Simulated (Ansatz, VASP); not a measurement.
**Two plane-wave programs on Al**

INCAR

```
PREC = Accurate
ENCUT = 520
EDIFF = 1E-6
ISMEAR = -1
SIGMA = 0.1
LREAL = False
LASPH = True
NELM = 100
ALGO = Normal
ISIF = 2
LWAVE = False
LCHARG = False
NBANDS = 12
```

File KPOINTS:

```
Automatic mesh
0
Gamma
  9 9 13
```

POSCAR

```
Al
1.0
    4.5188008142      0.0000000000      0.0000000000
   -2.2594004071      3.9133962997      0.0000000000
    0.0000000000      0.0000000000      2.7958519765
Al
3
Direct
    1.0000000000      1.0000000000      0.0000000000
    0.3333333333      0.6666666667      0.5000000000
    0.6666666667      0.3333333333      0.5000000000
```

Input for Ansatz:

```yaml
crystal:
  lattice:
    - [4.5188008142, 0.0, 0.0]
    - [-2.2594004071, 3.9133962997, 0.0]
    - [0.0, 0.0, 2.7958519765]
  atoms:
    - { symbol: Al, position: [1.0, 1.0, 0.0] }
    - { symbol: Al, position: [0.3333333333, 0.6666666667, 0.5] }
    - { symbol: Al, position: [0.6666666667, 0.3333333333, 0.5] }
hamiltonian:
  xc: lda
  pseudopotentials:
    kind: paw
    azcp:
      Al: "pseudopotentials/Al.paw.azcp"
basis:
  ecutwfc: 420
  fft_grid_basis: typed
kpoints:
  mp_grid: { grid: [9, 9, 13], shift: [0, 0, 0] }
magnetization:
  spin_polarized: false
scf:
  occupations: { method: fermi_dirac, width: 0.1 }
  lower_state_search: "off"
output:
  stress: true
  write_density: true
  write_potential: true
  elf: true
  volumetric_format: npy
```

Alike in both runs: task single point; functional LDA; k mesh 9 × 9 × 13; occupations fermi-dirac, width 0.1 eV; no spin polarisation.

|  | VASP | Ansatz |
| --- | --- | --- |
| version | VASP 6.6.1 | Ansatz 0.2.0 |
| potentials or method | VASP PAW LDA potentials, release 64 (Al), cutoff 520 eV | plane waves (420 eV) with PAW, scalar-relativistic |
| valence electrons in the cell | 9 | 9 |

|  | VASP | Ansatz | Ansatz less VASP |
| --- | --- | --- | --- |
| pressure (GPa) | 0.0 | -0.1 | -0.07 |
| traceless stress, the component that is largest in VASP (GPa) | -1.94 | -1.93 | +0.006 |

Ansatz warns that its potentials were made for another functional, while VASP's fit it. LDA's correlation is that of Perdew and Zunger in VASP and of Perdew and Wang (1992) in Ansatz.
